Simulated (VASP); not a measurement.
# Cu (I4/mmm) in VASP: notebook

The runs below take Cu through single point, with PBEsol.

All numbers are computed with VASP 6.6.1; they aren't measurements. Logs are shortened: lines on timing, memory, paths and dates and some standing lists are left out, and cuts for length are marked.

## 1. The cell of the first run

It takes space group I4/mmm (No. 139, tetragonal). The conventional cell has a = 2.518 Å, b = 2.518 Å, c = 3.507 Å, α = 90.00°, β = 90.00°, γ = 90.00°. Within 3.3 Å of Cu (site symmetry 4/mmm) lie 12 Cu at 2.50 to 2.52 Å.

## 2. Single point, PBEsol (strain -0.015 along x and y, -0.030 along z)

INCAR

```
SYSTEM = Cu
PREC     = Accurate       ! precision mode
ENCUT    = 520            ! plane-wave cutoff, eV
EDIFF    = 1E-7           ! SCF threshold, eV
ISMEAR   = 0              ! smearing method
SIGMA    = 0.15           ! smearing width, eV
LREAL    = .False.        ! projectors in reciprocal space
LASPH    = .True.         ! aspherical terms in the spheres
NELM     = 100            ! most SCF steps
ALGO     = Fast           ! electronic algorithm
ISIF     = 2              ! what is computed and relaxed
LWAVE    = .False.        ! write WAVECAR
LCHARG   = .False.        ! write CHGCAR
GGA      = PS             ! functional
NBANDS   = 12             ! bands
```

KPOINTS

```
Automatic mesh
0
Gamma
  22 22 22
  0 0 0
```

POSCAR

```
Cu
1.0
    0.0000000000      1.7803875000      1.7532750000
    1.7803875000      0.0000000000      1.7532750000
    1.7803875000      1.7803875000      0.0000000000
Cu
1
Direct
    0.0000000000      0.0000000000      0.0000000000
```

Potentials or basis: VASP PAW PBE potentials, release 64 (Cu).

Launch:

```console
cat potpaw_PBE.64/Cu/POTCAR > POTCAR
mpirun -np 1 vasp_std > vasp.out
```

OUTCAR:

```text
SYSTEM = Cu
   PREC = Accurate
   ENCUT = 520
   EDIFF = 1E-7
   ISMEAR = 0
   LREAL = .False.
   LASPH = .True.
   NELM = 100
   ISIF = 2
   GGA = PS

 ion  position               nearest neighbor table
   1  0.000  0.000  0.000-

  LATTYP: Found a body centered tetragonal cell.
 ALAT       =     2.5178481488
 C/A-ratio  =     1.3926773152

  Lattice vectors:

 A1 = (   0.0000000000,  -1.7803875000,  -1.7532750000)
 A2 = (   0.0000000000,   1.7803875000,  -1.7532750000)
 A3 = (   1.7803875000,   0.0000000000,   1.7532750000)

Analysis of symmetry for initial positions (statically):
=====================================================================
 Subroutine PRICEL returns:
 Original cell was already a primitive cell.

 Routine SETGRP: Setting up the symmetry group for a
 body centered tetragonal supercell.

 Subroutine GETGRP returns: Found 16 space group operations
 (whereof 16 operations were pure point group operations)
 out of a pool of 16 trial point group operations.

The static configuration has the point symmetry D_4h.

Analysis of symmetry for dynamics (positions and initial velocities):
=====================================================================
 Subroutine PRICEL returns:
 Original cell was already a primitive cell.

 Routine SETGRP: Setting up the symmetry group for a
 body centered tetragonal supercell.

 Subroutine GETGRP returns: Found 16 space group operations
 (whereof 16 operations were pure point group operations)
 out of a pool of 16 trial point group operations.

The dynamic configuration has the point symmetry D_4h.

 Subroutine INISYM returns: Found 16 space group operations
 (whereof 16 operations are pure point group operations),
 and found     1 'primitive' translations

----------------------------------------------------------------------------------------

                                     Primitive cell

  volume of cell :      11.1150

  direct lattice vectors                    reciprocal lattice vectors
     0.000000000  1.780387500  1.753275000    -0.280837739  0.280837739  0.285180591
     1.780387500  0.000000000  1.753275000     0.280837739 -0.280837739  0.285180591
     1.780387500  1.780387500  0.000000000     0.280837739  0.280837739 -0.285180591

  length of vectors
     2.498750263  2.498750263  2.517848149     0.488945437  0.488945437  0.488945437

  position of ions in fractional coordinates (direct lattice)
     0.000000000  0.000000000  0.000000000

  ion indices of the primitive-cell ions
   primitive index   ion index
                 1           1

----------------------------------------------------------------------------------------

 KPOINTS: Automatic mesh

Automatic generation of k-mesh.
 Grid dimensions read from file:
 generate k-points for:   22   22   22

 Generating k-lattice:

  Cartesian coordinates                     Fractional coordinates (reciprocal lattice)
    -0.012765352  0.012765352  0.012962754     0.045454545 -0.000000000  0.000000000
     0.012765352 -0.012765352  0.012962754    -0.000000000  0.045454545  0.000000000
     0.012765352  0.012765352 -0.012962754     0.000000000  0.000000000  0.045454545

  Length of vectors
     0.022224793  0.022224793  0.022224793

  Shift w.r.t. Gamma in fractional coordinates (k-lattice)
     0.000000000  0.000000000  0.000000000

 Subroutine IBZKPT returns following result:
 ===========================================

 Found    834 irreducible k-points:

 Following reciprocal coordinates:
            Coordinates               Weight
  0.000000  0.000000  0.000000      1.000000
  0.045455 -0.000000  0.000000      8.000000
  0.090909 -0.000000  0.000000      8.000000
  0.136364  0.000000  0.000000      8.000000
  0.181818  0.000000  0.000000      8.000000
  0.227273  0.000000  0.000000      8.000000
[... 16 lines left out ...]
  0.500000  0.045455  0.000000      8.000000
 -0.454545  0.045455  0.000000      8.000000
 [... further k-points ...]
   k-points           NKPTS =    834   k-points in BZ     NKDIM =    834   number of bands    NBANDS=     12
   number of dos      NEDOS =    301   number of ions     NIONS =      1
   total plane-waves  NPLWV =   8000
   dimension x,y,z NGX =    20 NGY =   20 NGZ =   20
   dimension x,y,z NGXF=    40 NGYF=   40 NGZF=   40
   ions per type =               1
   NGX,Y,Z   is equivalent  to a cutoff of  13.31, 13.31, 13.21 a.u.
   NGXF,Y,Z  is equivalent  to a cutoff of  26.61, 26.61, 26.41 a.u.
 SYSTEM =  Cu
   PREC   = accura    normal or accurate (medium, high low for compatibility)
   ISTART =      0    job   : 0-new  1-cont  2-samecut
   ICHARG =      2    charge: 1-file 2-atom 10-const
   ISPIN  =      1    spin polarized calculation?
   LNONCOLLINEAR =      F non collinear calculations
   LSORBIT =      F    spin-orbit coupling
   LASPH  =      T    aspherical Exc in radial PAW
   ENCUT  =  520.0 eV  38.22 Ry    6.18 a.u.   4.65  4.65  4.68*2*pi/ulx,y,z
   NELM   =    100;   NELMIN=  2; NELMDL= -5     # of ELM steps
   EDIFF  = 0.1E-06   stopping-criterion for ELM
   LREAL  =      F    real-space projection
   EDIFFG = 0.1E-05   stopping-criterion for IOM
   NSW    =      0    number of steps for IOM
   IBRION =     -1    ionic relax: 0-MD 1-quasi-New 2-CG
   NFREE  =      0    steps in history (QN), initial steepest desc. (CG)
   ISIF   =      2    stress and relaxation
   ISYM   =      2    0-nonsym 1-usesym 2-fastsym
   POTIM  = 0.5000    time-step for ionic-motion
   TEBEG  =    0.0;   TEEND  =   0.0 temperature during run
   PSTRESS=    0.0 pullay stress
   NELECT =      11.0000    total number of electrons
   NUPDOWN=      -1.0000    fix difference up-down
   EMIN   =  10.00;   EMAX   =-10.00  energy-range for DOS
   EFERMI =   0.00;   METHOD = LEGACY
   ISMEAR =     0;   SIGMA  =   0.15  broadening in eV -4-tet -1-fermi 0-gaus
   EFERMI_NEDOS =   21; number of points for ismear=-14 and -15
   IALGO  =     68    algorithm
   IMIX   =      4    mixing-type and parameters
     AMIX     =   0.40;   BMIX     =  1.00
     AMIX_MAG =   1.60;   BMIX_MAG =  1.00
  volume/ion in A,a.u.               =      11.11        75.01
  Fermi-wavevector in a.u.,A,eV,Ry     =   1.631433  3.082962 36.212927  2.661575
  Thomas-Fermi vector in A             =   2.723570
   LORBIT       =      0    0 simple, 1 ext, 2 COOP (PROOUT), +10 PAW based schemes
   GGA     = PS    functional components
   LHFCALC =     F    Hartree Fock is set to
   AEXX    =    0.0000 exact exchange contribution
   IVDW    =     0    specifies the selected vdW correction
   LEPSILON=     F    determine dielectric tensor
   LRPA    =     F    only Hartree local field effects (RPA)
 non-spin polarized calculation
 RMM-DIIS sequential band-by-band and
 Gauss-broadening in eV      SIGMA  =   0.15
  energy-cutoff  :      520.00
  volume of cell :       11.11
 maximum number of plane-waves:       310
   NGX =  9   NGY =  9   NGZ =  9

 number of electron      11.0000008 magnetization

 Free energy of the ion-electron system (eV)
  ---------------------------------------------------
  ext. energy  EPLUGINS =         0.00000000
  ---------------------------------------------------
  free energy    TOTEN  =        -4.30767829 eV

  energy without entropy =       -4.30498981  energy(sigma->0) =       -4.30633405

 E-fermi :   8.1741     XC(G=0): -13.2658

 val. band max:        8.1691730723   @ k =   0.5000   0.2273   0.0909
 cond. band min:       8.1789408376   @ k =   0.4545   0.0000   0.3182
 fundamental gap:      0.0097677653
 Fermi energy:         8.1741315534

 k-point     1 :       0.0000    0.0000    0.0000
  band No.  band energies     occupation
      1      -1.6882      2.00000
      2       4.9293      2.00000
      3       4.9293      2.00000
      4       5.0096      2.00000
      5       5.8285      2.00000
      6       5.9094      2.00000
      7      31.2458      0.00000
      8      34.3041      0.00000
      9      34.3041      0.00000
     10      34.3955      0.00000
     11      36.8424      0.00000
     12      36.8940      0.00000

 k-point     2 :       0.0455   -0.0000    0.0000
  band No.  band energies     occupation
      1      -1.6094      2.00000
      2       4.9205      2.00000
      3       4.9453      2.00000
      4       5.0162      2.00000
      5       5.8225      2.00000
      6       5.9022      2.00000
      7      30.8985      0.00000
      8      33.1481      0.00000
      9      34.0381      0.00000
     10      34.1067      0.00000
     11      37.2276      0.00000
     12      37.2627      0.00000

 k-point     3 :       0.0909   -0.0000    0.0000
  band No.  band energies     occupation
      1      -1.3749      2.00000
      2       4.8798      2.00000
      3       4.9888      2.00000
      4       5.0496      2.00000
      5       5.8090      2.00000
      6       5.8842      2.00000
      7      29.3328      0.00000
      8      32.2470      0.00000
      9      33.4941      0.00000
     10      33.5823      0.00000
     11      38.0684      0.00000
     12      38.0974      0.00000
[... 286 lines left out ...]
 k-point    23 :       0.5000    0.0455    0.0000
  band No.  band energies     occupation
      1       2.7687      2.00000
      2       4.9072      2.00000
      3       4.9317      2.00000
      4       6.1021      2.00000
      5       6.5102      2.00000
      6       7.3502      2.00000
      7      12.3070      0.00000
      8      29.2788      0.00000
      9      30.2016      0.00000
     10      30.6930      0.00000
     11      34.6478      0.00000
     12      35.2202      0.00000

 k-point    24 :      -0.4545    0.0455    0.0000
  band No.  band energies     occupation
      1       2.7530      2.00000
      2       4.9082      2.00000
      3       4.9375      2.00000
      4       6.0851      2.00000
      5       6.4754      2.00000
      6       7.2444      2.00000
      7      12.5166      0.00000
      8      29.2182      0.00000
      9      30.4504      0.00000
     10      30.6355      0.00000
     11      34.3215      0.00000
     12      35.4693      0.00000

 [... further k-points ...]

------------------------ aborting loop because EDIFF is reached ----------------------------------------

  FORCE on cell =-STRESS in cart. coord.  units (eV):
  Direction    XX          YY          ZZ          XY          YZ          ZX
  --------------------------------------------------------------------------------------
  -------------------------------------------------------------------------------------
  Total        0.2430137      0.2430137      0.3120496      0.0000000      0.0000000      0.0000000
  in kB       35.0293634     35.0293634     44.9805841      0.0000000      0.0000000      0.0000000
  external PRESSURE =      38.3464369 kB  Pullay stress =       0.0000000 kB

 VOLUME and BASIS-vectors are now :
 -----------------------------------------------------------------------------
  energy-cutoff  :      520.00
  volume of cell :       11.11
      direct lattice vectors                 reciprocal lattice vectors
     0.000000000  1.780387500  1.753275000    -0.280837739  0.280837739  0.285180591
     1.780387500  0.000000000  1.753275000     0.280837739 -0.280837739  0.285180591
     1.780387500  1.780387500  0.000000000     0.280837739  0.280837739 -0.285180591

 POSITION                                       TOTAL-FORCE (eV/Angst)
 -----------------------------------------------------------------------------------
      0.00000      0.00000      0.00000        -0.000000      0.000000     -0.000000
 -----------------------------------------------------------------------------------
    total drift:                                0.000000      0.000000      0.000000

  FREE ENERGIE OF THE ION-ELECTRON SYSTEM (eV)
  ---------------------------------------------------
  free  energy   TOTEN  =        -4.3076782885 eV

  energy  without entropy=       -4.3049898149  energy(sigma->0) =       -4.30633405
```

It took 93 s on 1 thread of Intel Xeon 6975P-C, shared host; peak memory 0.22 GiB.

Results:

- Free energy: -4.3077 eV
- Pressure: 3.8 GPa

Stress tensor (GPa, compression positive):
```
3.50 0.00 0.00
0.00 3.50 0.00
0.00 0.00 4.50
```

Caveat: the cell differs from its parent crystal (strain -0.015 along x and y, -0.030 along z); the PAW data sets were made with another functional, which shifts forces and pressure a little.

## 3. Single point, PBEsol (strain -0.030 along x and y, +0.015 along z)

INCAR

```
ALGO     = Fast           # electronic algorithm
EDIFF    = 1E-6           # SCF threshold, eV
ENCUT    = 520            # plane-wave cutoff, eV
GGA      = PS             # functional
ISIF     = 2              # what is computed and relaxed
ISMEAR   = 0              # smearing method
LASPH    = T              # aspherical terms in the spheres
LCHARG   = T              # write CHGCAR
LELF     = T              # ELF
LREAL    = F              # projectors in reciprocal space
LVHAR    = T            
LWAVE    = F              # write WAVECAR
NBANDS   = 12             # bands
NELM     = 80             # most SCF steps
PREC     = Accurate       # precision mode
SIGMA    = 0.15           # smearing width, eV
```

KPOINTS

```
k-points
0
Gamma
  22 22 22
```

POSCAR

```
Cu
1.0
    0.0000000000      1.7532750000      1.8346125000
    1.7532750000      0.0000000000      1.8346125000
    1.7532750000      1.7532750000      0.0000000000
Cu
1
Direct
    0.0000000000      0.0000000000      0.0000000000
```

Potentials or basis: VASP PAW PBE potentials, release 64 (Cu).

Launch:

```console
cat potpaw_PBE.64/Cu/POTCAR > POTCAR
mpirun -np 1 vasp_std > vasp.out
```

Wall time 53 s (1 thread of Intel Xeon 6975P-C, shared host); peak memory 0.22 GiB.

It converged, with:

| Property | Result |
| --- | --- |
| Free energy | -4.3073 eV |
| Pressure | 1.3 GPa |

Stress tensor (GPa, compression positive):
```
 2.44  0.00  0.00
 0.00  2.44  0.00
 0.00  0.00 -0.99
```

Levels at points of the mesh, in eV from the Fermi level:
```csv
k point,band 2,band 3,band 4,band 5,band 6,band 7,band 8,band 9,band 10,band 11
"(0.00, 0.00, 0.00)",-3.33,-3.09,-3.09,-2.41,-2.16,22.99,25.79,26.02,26.02,28.43
"(0.50, 0.00, 0.00)",-3.32,-3.09,-1.71,-1.63,-1.17,3.99,20.75,22.70,23.53,24.99
"(0.50, 0.50, 0.00)",-4.66,-1.67,-1.53,-1.53,0.78,6.63,14.14,14.14,18.65,21.70
"(0.50, 0.00, 0.50)",-4.67,-1.70,-1.60,-1.43,1.76,7.83,13.01,13.09,17.75,20.70
```

Caveat: the cell differs from its parent crystal (strain -0.030 along x and y, +0.015 along z); the PAW data sets were made with another functional, which shifts forces and pressure a little.
